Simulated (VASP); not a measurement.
# CuO2 (Fm-3m) in VASP: a series of runs

CuO2 is run at these levels: r2SCAN+U; tasks: single point.

All numbers are computed with VASP 6.6.1; they aren't measurements. Logs are shortened: lines on timing, memory, paths and dates and some standing lists are left out, and cuts for length are marked.

## (1) The cell of the first run

It takes space group Fm-3m (No. 225, cubic). Conventional cell: a = 4.917 Å, b = 4.917 Å, c = 4.917 Å, α = 90.00°, β = 90.00°, γ = 90.00°. Within 2.8 Å of Cu (site symmetry m-3m) lie 8 O at 2.13 Å. O (site symmetry -43m) has 4 Cu at 2.13 Å and 6 O at 2.46 Å within 2.8 Å.

## (2) Single point, r2SCAN+U, collinear spin

POSCAR reads:

```
CuO2
1.0
    0.0000000000      2.4586740925      2.4586740925
    2.4586740925      0.0000000000      2.4586740925
    2.4586740925      2.4586740925      0.0000000000
Cu O
1 2
Direct
    0.0000000000      0.0000000000      0.0000000000
    0.2500000000      0.2500000000      0.2500000000
    0.7500000000      0.7500000000      0.7500000000
```

INCAR.step1 reads:

```
ALGO = Normal
EDIFF = 1E-4
ENCUT = 520
GGA = PE
ISMEAR = 0
ISPIN = 2
LASPH = T
LCHARG = F
LDAU = T
LDAUJ = 0 0
LDAUL = 2 -1
LDAUTYPE = 2
LDAUU = 4 0
LMAXMIX = 4
LREAL = F
LWAVE = T
MAGMOM = 1 0 0
NBANDS = 22
NELM = 150
PREC = Accurate
SIGMA = 0.1
```

INCAR.step2 reads:

```
ALGO = Normal
EDIFF = 1E-6
ENCUT = 520
ISIF = 2
ISMEAR = 0
ISPIN = 2
ISTART = 1
LASPH = T
LCHARG = F
LDAU = T
LDAUJ = 0 0
LDAUL = 2 -1
LDAUPRINT = 1
LDAUTYPE = 2
LDAUU = 4 0
LMAXMIX = 4
LMIXTAU = T
LORBIT = 11
LREAL = F
LWAVE = F
MAGMOM = 1 0 0
METAGGA = R2SCAN
NBANDS = 22
NELM = 150
PREC = Accurate
SIGMA = 0.1
```

KPOINTS reads:

```
k-points
0
Gamma
  14 14 14
```

Potentials or basis: VASP PAW PBE potentials, release 64 (Cu, O).

The run is started by

```bash
$ cat potpaw_PBE.64/Cu/POTCAR potpaw_PBE.64/O/POTCAR > POTCAR
$ cp INCAR.step1 INCAR
$ mpirun -np 1 vasp_std > vasp.out
$ cp INCAR.step2 INCAR
$ mpirun -np 1 vasp_std > vasp.out
```

OUTCAR:

```text
EDIFF = 1E-6
   ENCUT = 520
   ISIF = 2
   ISMEAR = 0
   ISPIN = 2
   ISTART = 1
   LASPH = T
   LORBIT = 11
   LREAL = F
   METAGGA = R2SCAN
   NELM = 150
   PREC = Accurate

 ion  position               nearest neighbor table
   1  0.000  0.000  0.000-   3 2.13   3 2.13   3 2.13   2 2.13   3 2.13   2 2.13   2 2.13   2 2.13

   2  0.250  0.250  0.250-   1 2.13   1 2.13   1 2.13   1 2.13
   3  0.750  0.750  0.750-   1 2.13   1 2.13   1 2.13   1 2.13

  LATTYP: Found a face centered cubic cell.
 ALAT       =     4.9173481850

  Lattice vectors:

 A1 = (   0.0000000000,   2.4586740925,   2.4586740925)
 A2 = (   2.4586740925,   0.0000000000,   2.4586740925)
 A3 = (   2.4586740925,   2.4586740925,   0.0000000000)

Analysis of symmetry for initial positions (statically):
=====================================================================
 Subroutine PRICEL returns:
 Original cell was already a primitive cell.

 Routine SETGRP: Setting up the symmetry group for a
 face centered cubic supercell.

 Subroutine GETGRP returns: Found 48 space group operations
 (whereof 48 operations were pure point group operations)
 out of a pool of 48 trial point group operations.

The static configuration has the point symmetry O_h .

Analysis of symmetry for dynamics (positions and initial velocities):
=====================================================================
 Subroutine PRICEL returns:
 Original cell was already a primitive cell.

 Routine SETGRP: Setting up the symmetry group for a
 face centered cubic supercell.

 Subroutine GETGRP returns: Found 48 space group operations
 (whereof 48 operations were pure point group operations)
 out of a pool of 48 trial point group operations.

The dynamic configuration has the point symmetry O_h .

Analysis of structural, dynamic, and magnetic symmetry:
=====================================================================
 Subroutine PRICEL returns:
 Original cell was already a primitive cell.

 Routine SETGRP: Setting up the symmetry group for a
 face centered cubic supercell.

 Subroutine GETGRP returns: Found 48 space group operations
 (whereof 48 operations were pure point group operations)
 out of a pool of 48 trial point group operations.

The overall configuration has the point symmetry O_h .

 Subroutine INISYM returns: Found 48 space group operations
 (whereof 48 operations are pure point group operations),
 and found     1 'primitive' translations

----------------------------------------------------------------------------------------

                                     Primitive cell

  volume of cell :      29.7258

  direct lattice vectors                    reciprocal lattice vectors
     0.000000000  2.458674092  2.458674092    -0.203361642  0.203361642  0.203361642
     2.458674092  0.000000000  2.458674092     0.203361642 -0.203361642  0.203361642
     2.458674092  2.458674092  0.000000000     0.203361642  0.203361642 -0.203361642

  length of vectors
     3.477090247  3.477090247  3.477090247     0.352232696  0.352232696  0.352232696

  position of ions in fractional coordinates (direct lattice)
     0.000000000  0.000000000  0.000000000
     0.250000000  0.250000000  0.250000000
     0.750000000  0.750000000  0.750000000

  ion indices of the primitive-cell ions
   primitive index   ion index
                 1           1
                 2           2
                 3           3

[... 73 lines left out ...]
   EDIFFG = 0.1E-04   stopping-criterion for IOM
   NSW    =      0    number of steps for IOM
   IBRION =     -1    ionic relax: 0-MD 1-quasi-New 2-CG
   NFREE  =      0    steps in history (QN), initial steepest desc. (CG)
   ISIF   =      2    stress and relaxation
   ISYM   =      2    0-nonsym 1-usesym 2-fastsym
   POTIM  = 0.5000    time-step for ionic-motion
   TEBEG  =    0.0;   TEEND  =   0.0 temperature during run
   PSTRESS=    0.0 pullay stress
   NELECT =      23.0000    total number of electrons
   NUPDOWN=      -1.0000    fix difference up-down
   EMIN   =  10.00;   EMAX   =-10.00  energy-range for DOS
   EFERMI =   0.00;   METHOD = LEGACY
   ISMEAR =     0;   SIGMA  =   0.10  broadening in eV -4-tet -1-fermi 0-gaus
   EFERMI_NEDOS =   21; number of points for ismear=-14 and -15
   IALGO  =     38    algorithm
   IMIX   =      4    mixing-type and parameters
     AMIX     =   0.40;   BMIX     =  1.00
     AMIX_MAG =   1.60;   BMIX_MAG =  1.00
  volume/ion in A,a.u.               =       9.91        66.87
  Fermi-wavevector in a.u.,A,eV,Ry     =   1.502934  2.840133 30.732970  2.258810
  Thomas-Fermi vector in A             =   2.614110
   LORBIT       =     11    0 simple, 1 ext, 2 COOP (PROOUT), +10 PAW based schemes
 LDA+U is selected, type is set to LDAUTYPE =  2
   angular momentum for each species LDAUL =     2   -1
   U (eV)           for each species LDAUU =   4.0  0.0
   J (eV)           for each species LDAUJ =   0.0  0.0
   METAGGA = R2SCAN    functional components
   LHFCALC =     F    Hartree Fock is set to
   AEXX    =    0.0000 exact exchange contribution
   IVDW    =     0    specifies the selected vdW correction
   LEPSILON=     F    determine dielectric tensor
   LRPA    =     F    only Hartree local field effects (RPA)
 spin polarized calculation
 Gauss-broadening in eV      SIGMA  =   0.10
  energy-cutoff  :      520.00
  volume of cell :       29.73
 maximum number of plane-waves:       821
 NGX is ok and might be reduce to    28
   NGX = 13   NGY = 13   NGZ = 13

atom =   1  type =  1  l = 2

 onsite density matrix

spin component  1

  1.0012 -0.0000  0.0000 -0.0000 -0.0000
 -0.0000  1.0012  0.0000 -0.0000  0.0000
  0.0000  0.0000  0.9761  0.0000  0.0000
 -0.0000 -0.0000  0.0000  1.0012 -0.0000
 -0.0000  0.0000  0.0000 -0.0000  0.9761

spin component  2

  0.7402  0.0000 -0.0000  0.0000  0.0000
  0.0000  0.7402 -0.0000  0.0000 -0.0000
 -0.0000 -0.0000  0.9653 -0.0000 -0.0000
  0.0000  0.0000 -0.0000  0.7402  0.0000
  0.0000 -0.0000 -0.0000  0.0000  0.9653

 occupancies and eigenvectors

  o =  0.7402  v =  0.0000  0.0000  0.0000  0.0000  0.0000  1.0000  0.0000  0.0000  0.0000  0.0000      0.0000  0.0000  0.0000  0.0000  0.0000  0.0000  0.0000  0.0000  0.0000  0.0000
  o =  0.7402  v =  0.0000  0.0000  0.0000  0.0000  0.0000  0.0000  0.4910  0.0000 -0.8712  0.0000      0.0000  0.0000  0.0000  0.0000  0.0000  0.0000  0.0000  0.0000  0.0000  0.0000
  o =  0.7402  v =  0.0000  0.0000  0.0000  0.0000  0.0000  0.0000 -0.8712 -0.0000 -0.4910 -0.0000      0.0000  0.0000  0.0000  0.0000  0.0000  0.0000  0.0000  0.0000  0.0000  0.0000
  o =  0.9653  v =  0.0000  0.0000  0.0000  0.0000  0.0000  0.0000  0.0000 -0.0120 -0.0000 -0.9999      0.0000  0.0000  0.0000  0.0000  0.0000  0.0000  0.0000  0.0000  0.0000  0.0000
  o =  0.9653  v =  0.0000  0.0000  0.0000  0.0000  0.0000  0.0000  0.0000 -0.9999 -0.0000  0.0120      0.0000  0.0000  0.0000  0.0000  0.0000  0.0000  0.0000  0.0000  0.0000  0.0000
  o =  0.9761  v =  0.0000 -0.0000  0.1091 -0.0000  0.9940  0.0000  0.0000  0.0000  0.0000  0.0000      0.0000  0.0000  0.0000  0.0000  0.0000  0.0000  0.0000  0.0000  0.0000  0.0000
  o =  0.9761  v =  0.0000 -0.0000 -0.9940 -0.0000  0.1091  0.0000  0.0000  0.0000  0.0000  0.0000      0.0000  0.0000  0.0000  0.0000  0.0000  0.0000  0.0000  0.0000  0.0000  0.0000
  o =  1.0012  v =  1.0000  0.0000  0.0000  0.0000  0.0000  0.0000  0.0000  0.0000  0.0000  0.0000      0.0000  0.0000  0.0000  0.0000  0.0000  0.0000  0.0000  0.0000  0.0000  0.0000
  o =  1.0012  v =  0.0000  0.0236  0.0000 -0.9997 -0.0000  0.0000  0.0000  0.0000  0.0000  0.0000      0.0000  0.0000  0.0000  0.0000  0.0000  0.0000  0.0000  0.0000  0.0000  0.0000
  o =  1.0012  v =  0.0000  0.9997 -0.0000  0.0236  0.0000  0.0000  0.0000  0.0000  0.0000  0.0000      0.0000  0.0000  0.0000  0.0000  0.0000  0.0000  0.0000  0.0000  0.0000  0.0000

 number of electron      23.0000004 magnetization       2.9999969

 Free energy of the ion-electron system (eV)
  ---------------------------------------------------
  ext. energy  EPLUGINS =         0.00000000
  ---------------------------------------------------
  free energy    TOTEN  =       -21.24944641 eV

  energy without entropy =      -21.24507501  energy(sigma->0) =      -21.24726071

 E-fermi :   2.8133     XC(G=0): -12.2461

 val. band max:        2.8078628255   @ k =  -0.2857   0.2857   0.0714
 cond. band min:       2.8152975332   @ k =  -0.2857   0.3571   0.0714
 fundamental gap:      0.0074347077
 Fermi energy:         2.8132936251

 spin component 1

 k-point     1 :       0.0000    0.0000    0.0000
  band No.  band energies     occupation
      1     -18.1388      1.00000
      2     -14.9536      1.00000
      3      -3.7113      1.00000
      4      -3.7113      1.00000
      5      -3.7113      1.00000
      6      -0.9770      1.00000
[... 1193 lines left out ...]
     21      29.8098      0.00000
     22      30.1224      0.00000

 [... further k-points ...]

------------------------ aborting loop because EDIFF is reached ----------------------------------------

  FORCE on cell =-STRESS in cart. coord.  units (eV):
  Direction    XX          YY          ZZ          XY          YZ          ZX
  --------------------------------------------------------------------------------------
  -------------------------------------------------------------------------------------
  Total       -1.6714440     -1.6714440     -1.6714440     -0.0000000     -0.0000000      0.0000000
  in kB      -90.0885342    -90.0885342    -90.0885342     -0.0000000     -0.0000000      0.0000000
  external PRESSURE =     -90.0885342 kB  Pullay stress =       0.0000000 kB

 VOLUME and BASIS-vectors are now :
 -----------------------------------------------------------------------------
  energy-cutoff  :      520.00
  volume of cell :       29.73
      direct lattice vectors                 reciprocal lattice vectors
     0.000000000  2.458674092  2.458674092    -0.203361642  0.203361642  0.203361642
     2.458674092  0.000000000  2.458674092     0.203361642 -0.203361642  0.203361642
     2.458674092  2.458674092  0.000000000     0.203361642  0.203361642 -0.203361642

 POSITION                                       TOTAL-FORCE (eV/Angst)
 -----------------------------------------------------------------------------------
      0.00000      0.00000      0.00000        -0.000000     -0.000000     -0.000000
      1.22934      1.22934      1.22934         0.000000      0.000000      0.000000
      3.68801      3.68801      3.68801        -0.000000     -0.000000     -0.000000
 -----------------------------------------------------------------------------------
    total drift:                               -0.000000     -0.000000      0.000000

  FREE ENERGIE OF THE ION-ELECTRON SYSTEM (eV)
  ---------------------------------------------------
  free  energy   TOTEN  =       -21.2494464102 eV

  energy  without entropy=      -21.2450750052  energy(sigma->0) =      -21.24726071

 total charge

# of ion       s       p       d       tot
------------------------------------------
    1        0.302   0.354   9.089   9.744
    2        1.606   3.217   0.000   4.823
    3        1.606   3.217   0.000   4.823
--------------------------------------------------
tot          3.515   6.787   9.089  19.391

 magnetization (x)

# of ion       s       p       d       tot
------------------------------------------
    1       -0.045  -0.033   0.806   0.728
    2        0.021   1.005   0.000   1.026
    3        0.021   1.005   0.000   1.026
--------------------------------------------------
tot         -0.002   1.976   0.806   2.780
```

It took 28 min on 1 thread of Intel Xeon 8259CL, shared host; peak memory 0.26 GiB.

Results:

```yaml
Free_energy: -21.2494 eV
Pressure: -9.0 GPa
Band_gap_on_the_k_mesh: zero (filled and empty bands overlap)
Net_moment: 3.00 μB per cell
Site_moments: Cu +0.73; O +1.03 μB
Valence_electrons_inside_the_program's_atomic_spheres: Cu 9.74; O 4.82
```

Eigenvalues of the final occupation matrices:
```csv
site,spin,trace,eigenvalues
site 1 d,1,4.96,0.98 0.98 1.00 1.00 1.00
site 1 d,2,4.15,0.74 0.74 0.74 0.97 0.97
```

Caveat: the cell stands under tension; the PAW data sets were made with another functional, which shifts forces and pressure a little; a cell with one magnetic atom can't hold antiferromagnetic order, which such compounds often take.

## (3) Single point, r2SCAN+U, collinear spin

This run uses another cell than the first one, of 10.48 Å³/atom.

POSCAR reads:

```
CuO2
1.0
    0.0000000000      2.5050750814      2.5050750814
    2.5050750814      0.0000000000      2.5050750814
    2.5050750814      2.5050750814      0.0000000000
Cu O
1 2
Direct
    0.0000000000      0.0000000000      0.0000000000
    0.2500000000      0.2500000000      0.2500000000
    0.7500000000      0.7500000000      0.7500000000
```

INCAR.step1 reads:

```
SYSTEM = CuO2
ALGO     = Normal         ! electronic algorithm
EDIFF    = 1E-4           ! SCF threshold, eV
ENCUT    = 520            ! plane-wave cutoff, eV
GGA      = PE             ! functional
ISMEAR   = 0              ! smearing method
ISPIN    = 2              ! spin polarisation
LASPH    = .TRUE.         ! aspherical terms in the spheres
LCHARG   = .FALSE.        ! write CHGCAR
LDAU     = .TRUE.         ! DFT+U
LDAUJ    = 0 0          
LDAUL    = 2 -1           ! shell
LDAUTYPE = 2            
LDAUU    = 4 0            ! U, eV
LMAXMIX  = 4              ! l up to which the mixer works
LREAL    = .FALSE.        ! projectors in reciprocal space
LWAVE    = .TRUE.         ! write WAVECAR
MAGMOM   = 1 0 0          ! initial moments
NBANDS   = 22             ! bands
NELM     = 150            ! most SCF steps
PREC     = Accurate       ! precision mode
SIGMA    = 0.1            ! smearing width, eV
```

INCAR.step2 reads:

```
SYSTEM = CuO2
ALGO     = Normal         ! electronic algorithm
EDIFF    = 1E-6           ! SCF threshold, eV
ENCUT    = 520            ! plane-wave cutoff, eV
ISIF     = 2              ! what is computed and relaxed
ISMEAR   = 0              ! smearing method
ISPIN    = 2              ! spin polarisation
ISTART   = 1            
LASPH    = .TRUE.         ! aspherical terms in the spheres
LCHARG   = .TRUE.         ! write CHGCAR
LDAU     = .TRUE.         ! DFT+U
LDAUJ    = 0 0          
LDAUL    = 2 -1           ! shell
LDAUPRINT= 1            
LDAUTYPE = 2            
LDAUU    = 4 0            ! U, eV
LELF     = .TRUE.         ! ELF
LMAXMIX  = 4              ! l up to which the mixer works
LMIXTAU  = .TRUE.       
LORBIT   = 11             ! projections on sites
LREAL    = .FALSE.        ! projectors in reciprocal space
LVHAR    = .TRUE.       
LWAVE    = .FALSE.        ! write WAVECAR
MAGMOM   = 1 0 0          ! initial moments
METAGGA  = R2SCAN         ! meta-GGA
NBANDS   = 22             ! bands
NELM     = 150            ! most SCF steps
PREC     = Accurate       ! precision mode
SIGMA    = 0.1            ! smearing width, eV
```

KPOINTS reads:

```
k-points
0
G
  14 14 14
  0 0 0
```

Potentials or basis: VASP PAW PBE potentials, release 64 (Cu, O).

The run is started by

```bash
$ cat potpaw_PBE.64/Cu/POTCAR potpaw_PBE.64/O/POTCAR > POTCAR
$ cp INCAR.step1 INCAR
$ mpirun -np 1 vasp_std > vasp.out
$ cp INCAR.step2 INCAR
$ mpirun -np 1 vasp_std > vasp.out
```

Run time: 28 min. Hardware: 1 thread of Intel Xeon 8259CL, shared host; peak memory 0.26 GiB.

Results (log left out):

| Quantity | Value |
| --- | --- |
| Free energy | -21.1205 eV |
| Pressure | -15.1 GPa |
| Band gap on the k mesh | zero (filled and empty bands overlap) |
| Net moment | 3.00 μB per cell |
| Site moments | Cu +0.69; O +1.04 μB |
| Valence electrons inside the program's atomic spheres | Cu 9.69; O 4.80 |

Levels at points of the mesh, in eV from the Fermi level:
Spin up:
| k point | band 9 | band 10 | band 11 | band 12 | band 13 | band 14 | band 15 | band 16 | band 17 | band 18 |
| --- | --- | --- | --- | --- | --- | --- | --- | --- | --- | --- |
| (0.00, 0.00, 0.00) | -1.89 | -1.89 | -1.49 | -1.49 | -1.49 | 5.64 | 12.81 | 12.81 | 12.81 | 18.27 |
| (0.50, 0.00, 0.00) | -3.48 | -3.30 | -3.30 | -1.28 | -1.28 | 9.40 | 10.77 | 15.91 | 15.91 | 18.93 |
| (0.50, 0.50, 0.00) | -3.50 | -3.19 | -1.06 | -0.68 | -0.68 | 9.04 | 12.16 | 12.36 | 16.88 | 16.88 |
Spin down:
| k point | band 7 | band 8 | band 9 | band 10 | band 11 | band 12 | band 13 | band 14 |
| --- | --- | --- | --- | --- | --- | --- | --- | --- |
| (0.00, 0.00, 0.00) | -3.05 | 0.79 | 0.79 | 0.79 | 1.31 | 1.31 | 1.31 | 6.34 |
| (0.50, 0.00, 0.00) | -2.48 | -1.57 | -1.02 | -1.02 | -0.97 | 1.42 | 1.42 | 10.63 |
| (0.50, 0.50, 0.00) | -2.43 | -2.16 | -2.16 | -1.11 | 1.88 | 2.30 | 2.30 | 9.36 |

Eigenvalues of the final occupation matrices:
| site | spin | trace | eigenvalues |
| --- | --- | --- | --- |
| site 1 d | 1 | 4.94 | 0.98 0.98 1.00 1.00 1.00 |
| site 1 d | 2 | 4.17 | 0.75 0.75 0.75 0.96 0.96 |

Caveat: the cell stands under tension; the PAW data sets were made with another functional, which shifts forces and pressure a little; a cell with one magnetic atom can't hold antiferromagnetic order, which such compounds often take.

(Part 1 of 2 ends here.)
